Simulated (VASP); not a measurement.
# Ge2Sb2Te5 (P-3m1) in VASP: a series of runs, part 2 of 2

VASP 6.6.1. The steps go on from the part before.

## (5) Single point, PBEsol

This run uses another cell than the first one, of 31.50 Å³/atom, 1.191 times its volume.

INCAR

```
  PREC = Accurate
  ENCUT = 520
  EDIFF = 1E-6
  ISMEAR = 0
  SIGMA = 0.1
  LREAL = False
  LASPH = True
  NELM = 60
  ALGO = Normal
  ISIF = 2
  LWAVE = False
  LCHARG = False
  GGA = PS
  NBANDS = 44
```

KPOINTS

```
regular mesh
0
Gamma
  12 12 2
```

POSCAR

```
Ge2Sb2Te5
1.0
    4.2648321257      0.0000000000      0.0000000000
   -2.1324160628      3.6934529637      0.0000000000
    0.0000000000      0.0000000000     17.9991050000
Ge Sb Te
2 2 5
Direct
    0.0000000000      0.0000000000      0.3247663766
    0.0000000000      0.0000000000      0.6752336234
    0.3333333333      0.6666666667      0.1109172844
    0.6666666667      0.3333333333      0.8890827156
    0.0000000000      0.0000000000      0.0000000000
    0.3333333333      0.6666666667      0.7930818255
    0.6666666667      0.3333333333      0.2069181745
    0.3333333333      0.6666666667      0.4021328629
    0.6666666667      0.3333333333      0.5978671371
```

Potentials or basis: VASP PAW PBE potentials, release 64 (Ge_d, Sb, Te).

On the command line:

```sh
cat potpaw_PBE.64/Ge_d/POTCAR potpaw_PBE.64/Sb/POTCAR potpaw_PBE.64/Te/POTCAR > POTCAR
mpirun -np 1 vasp_std > vasp.out
```

OUTCAR:

```text
PREC = Accurate
   ENCUT = 520
   EDIFF = 1E-6
   ISMEAR = 0
   LREAL = False
   LASPH = True
   NELM = 60
   ISIF = 2
   GGA = PS

 ion  position               nearest neighbor table
   1  0.000  0.000  0.325-   8 2.83   8 2.83   8 2.83   7 3.25   7 3.25   7 3.25
   2  0.000  0.000  0.675-   9 2.83   9 2.83   9 2.83   6 3.25   6 3.25   6 3.25
   3  0.333  0.667  0.111-   7 3.01   7 3.01   7 3.01   5 3.17   5 3.17   5 3.17
   4  0.667  0.333  0.889-   6 3.01   6 3.01   6 3.01   5 3.17   5 3.17   5 3.17
[... 1348 lines left out ...]
  Total       -3.3973410     -3.3973410     -2.0852279     -0.0000000     -0.0000000      0.0000000
  in kB      -19.1983673    -19.1983673    -11.7836185     -0.0000000     -0.0000000      0.0000000
  external PRESSURE =     -16.7267844 kB  Pullay stress =       0.0000000 kB

 VOLUME and BASIS-vectors are now :
 -----------------------------------------------------------------------------
  energy-cutoff  :      520.00
  volume of cell :      283.52
      direct lattice vectors                 reciprocal lattice vectors
     4.264832126  0.000000000  0.000000000     0.234475818  0.135374676  0.000000000
    -2.132416063  3.693452964  0.000000000     0.000000000  0.270749353  0.000000000
     0.000000000  0.000000000 17.999105000     0.000000000  0.000000000  0.055558318

 POSITION                                       TOTAL-FORCE (eV/Angst)
 -----------------------------------------------------------------------------------
      0.00000      0.00000      5.84550        -0.000000      0.000000     -0.018625
      0.00000      0.00000     12.15360         0.000000     -0.000000      0.018625
     -0.00000      2.46230      1.99641         0.000000      0.000000     -0.017861
      2.13242      1.23115     16.00269        -0.000000      0.000000      0.017861
      0.00000      0.00000      0.00000         0.000000      0.000000      0.000000
     -0.00000      2.46230     14.27476         0.000000     -0.000000     -0.020048
      2.13242      1.23115      3.72434        -0.000000      0.000000      0.020048
     -0.00000      2.46230      7.23803         0.000000      0.000000      0.018970
      2.13242      1.23115     10.76107        -0.000000      0.000000     -0.018970
 -----------------------------------------------------------------------------------
    total drift:                                0.000000     -0.000000      0.000000

  FREE ENERGIE OF THE ION-ELECTRON SYSTEM (eV)
  ---------------------------------------------------
  free  energy   TOTEN  =       -37.2836475757 eV

  energy  without entropy=      -37.2783531685  energy(sigma->0) =      -37.28100037
```

OSZICAR:

```text
N       E                     dE             d eps       ncg     rms          rms(c)
DAV:   1     0.601311321569E+03    0.60131E+03   -0.27271E+04  4136   0.202E+03
DAV:   2     0.630786368785E+02   -0.53823E+03   -0.51670E+03  3600   0.580E+02
DAV:   3    -0.311101955042E+02   -0.94189E+02   -0.90958E+02  4012   0.153E+02
DAV:   4    -0.373849973023E+02   -0.62748E+01   -0.62069E+01  3996   0.464E+01
DAV:   5    -0.376218134298E+02   -0.23682E+00   -0.23615E+00  4772   0.910E+00    0.107E+01
DAV:   6    -0.374326911077E+02    0.18912E+00   -0.22104E+00  4872   0.583E+00    0.861E+00
DAV:   7    -0.374488722938E+02   -0.16181E-01   -0.29108E+00  4376   0.534E+00    0.345E+00
DAV:   8    -0.372789536276E+02    0.16992E+00   -0.74358E-01  4436   0.332E+00    0.648E-01
DAV:   9    -0.372858150764E+02   -0.68614E-02   -0.11885E-01  3976   0.119E+00    0.697E-01
DAV:  10    -0.372850091208E+02    0.80596E-03   -0.75542E-03  4528   0.333E-01    0.598E-01
DAV:  11    -0.372849278885E+02    0.81232E-04   -0.38094E-04  3984   0.962E-02    0.472E-01
DAV:  12    -0.372837070569E+02    0.12208E-02   -0.29087E-03  3848   0.218E-01    0.367E-01
DAV:  13    -0.372837599444E+02   -0.52888E-04   -0.53732E-04  3992   0.927E-02    0.265E-01
DAV:  14    -0.372837367252E+02    0.23219E-04   -0.23522E-05  4296   0.197E-02    0.241E-01
DAV:  15    -0.372837211780E+02    0.15547E-04   -0.50268E-06  3648   0.690E-03    0.218E-01
DAV:  16    -0.372836402072E+02    0.80971E-04   -0.18065E-04  3504   0.381E-02    0.667E-02
DAV:  17    -0.372836483888E+02   -0.81817E-05   -0.80470E-05  3880   0.240E-02    0.447E-02
DAV:  18    -0.372836475757E+02    0.81316E-06   -0.38345E-06  3256   0.772E-03
   1 F= -.37283648E+02 E0= -.37281000E+02  d E =-.529441E-02
```

stdout:

```text
POSCAR found type information on POSCAR GeSbTe
 POSCAR found :  3 types and       9 ions
 scaLAPACK will be used
 -----------------------------------------------------------------------------
|                                                                             |
|                                                                             |
|     You enforced a specific xc type in the INCAR file but a different       |
|     I HOPE YOU KNOW WHAT YOU ARE DOING!                                     |
|                                                                             |
 -----------------------------------------------------------------------------

 LDA part: xc-table for (Slater+PW92), standard interpolation
 POSCAR, INCAR and KPOINTS ok, starting setup
 FFT: planning ... GRIDC
 FFT: planning ... GRID_SOFT
 FFT: planning ... GRID
 WAVECAR not read
 entering main loop
```

Run time: 4.8 min. Hardware: 1 thread of Intel Xeon 6975P-C (Granite Rapids), shared host; peak memory 0.65 GiB.

Results:

```
Free energy            : -37.2836 eV
Pressure               : -1.7 GPa
Largest force          : 0.020 eV/Å
Band gap on the k mesh : 0.02 eV, indirect (least direct gap 0.02 eV)
```

Forces on the atoms (eV/Å):
```
Ge   0.000  0.000 -0.019
Ge   0.000  0.000  0.019
Sb   0.000  0.000 -0.018
Sb   0.000  0.000  0.018
Te   0.000  0.000  0.000
Te   0.000  0.000 -0.020
Te   0.000  0.000  0.020
Te   0.000  0.000  0.019
Te   0.000  0.000 -0.019
```

Stress tensor (GPa, compression positive):
```
-1.92  0.00  0.00
 0.00 -1.92  0.00
 0.00  0.00 -1.18
```

Levels at points of the mesh, in eV from the valence-band top:
```
           k point  band 32  band 33  band 34  band 35  band 36  band 37
(0.00, 0.00, 0.00)    -1.23    -1.10    -0.16     0.02     0.11     0.11
(0.50, 0.00, 0.00)    -1.71    -1.31    -1.11     0.37     0.61     0.69
(0.00, 0.00, 0.50)    -1.44    -0.99    -0.16     0.02     0.13     0.13
(0.50, 0.00, 0.50)    -1.77    -1.66    -0.73     0.11     0.63     0.97
```

Caveat: the PAW data sets were made with another functional, which shifts forces and pressure a little; spin-orbit coupling is left out, which moves the levels of the heavy elements; this functional lacks dispersion, which binds the layers, so the pressure and a relaxed spacing across them are unreliable.

## (6) Summary

| cell | gap on the mesh (eV) | pressure (GPa) | largest force (eV/Å) |
| --- | --- | --- | --- |
| a = 4.081, b = 4.081, c = 16.503 Å, angles 90.0, 90.0, 120.0°, 9 atoms | none | 5.1 | 0.03 |
| a = 4.129, b = 4.129, c = 16.654 Å, angles 90.0, 90.0, 120.0°, 9 atoms | none | 3.1 | 0.03 |
| a = 4.169, b = 4.169, c = 16.855 Å, angles 90.0, 90.0, 120.0°, 9 atoms | none | 1.4 | 0.03 |
| a = 4.265, b = 4.265, c = 17.999 Å, angles 90.0, 90.0, 120.0°, 9 atoms | 0.02 | -1.7 | 0.02 |

Alike in all rows: task single point; level PBEsol; potentials or basis VASP PAW PBE potentials, release 64 (Ge_d, Sb, Te); no spin polarisation; k mesh 12 × 12 × 2; cutoff (eV) 520; smearing gaussian 0.1 eV.

Caveats: the PAW data sets were made with another functional, which shifts forces and pressure a little; spin-orbit coupling is left out, which moves the levels of the heavy elements; this functional lacks dispersion, which binds the layers, so the pressure and a relaxed spacing across them are unreliable (some runs).

Total energies depend on the potentials used, so only differences within one code and one set of settings carry meaning.
